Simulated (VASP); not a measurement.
Input of a VASP 6.6.1 run:

INCAR

```
PREC     = Accurate       # precision mode
ENCUT    = 520            # plane-wave cutoff, eV
EDIFF    = 1E-6           # SCF threshold, eV
ISMEAR   = -1             # smearing method
SIGMA    = 0.1            # smearing width, eV
LREAL    = F              # projectors in reciprocal space
LASPH    = T              # aspherical terms in the spheres
NELM     = 100            # most SCF steps
ALGO     = Normal         # electronic algorithm
ISIF     = 2              # what is computed and relaxed
LWAVE    = F              # write WAVECAR
LCHARG   = F              # write CHGCAR
GGA      = PS             # functional
NBANDS   = 33             # bands
```

File KPOINTS:

```
regular mesh
0
Gamma
  5 5 8
```

File POSCAR:

```
TaN
1.0
    5.2304115989      0.0000000000      0.0000000000
   -2.6152057994      4.5296693188      0.0000000000
    0.0000000000      0.0000000000      2.9302787075
Ta N
3 3
Direct
    0.3333333333      0.6666666667      0.5000000000
    0.6666666667      0.3333333333      0.5000000000
    0.0000000000      0.0000000000      0.0000000000
    0.3928500000      0.0000000000      0.0000000000
    0.6071500000      0.6071500000      0.0000000000
    0.0000000000      0.3928500000      0.0000000000
```

Potentials or basis: VASP PAW PBE potentials, release 64 (Ta_pv, N).

Launch:

```console
$ cat potpaw_PBE.64/Ta_pv/POTCAR potpaw_PBE.64/N/POTCAR > POTCAR
$ mpirun -np 1 vasp_std > vasp.out
```

Task: Predict the pressure.

Result: -9.1 GPa.

Task: Predict the band gap on the k mesh.

Result: Zero (band 24 reaches 9.82 eV, above the bottom of band 25 at 6.77 eV).

Task: What does it give for the largest force?

Result: 0.086 eV/Å.

Forces in eV/Å, atoms in the order of the input:
```
Ta   0.000  0.000  0.000
Ta   0.000  0.000  0.000
Ta   0.000  0.000  0.000
N   -0.086  0.000  0.000
N    0.043  0.074  0.000
N    0.043 -0.074  0.000
```

Caveat: the PAW data sets were made with another functional, which shifts forces and pressure a little; spin-orbit coupling is left out, which moves the levels of the heavy elements.
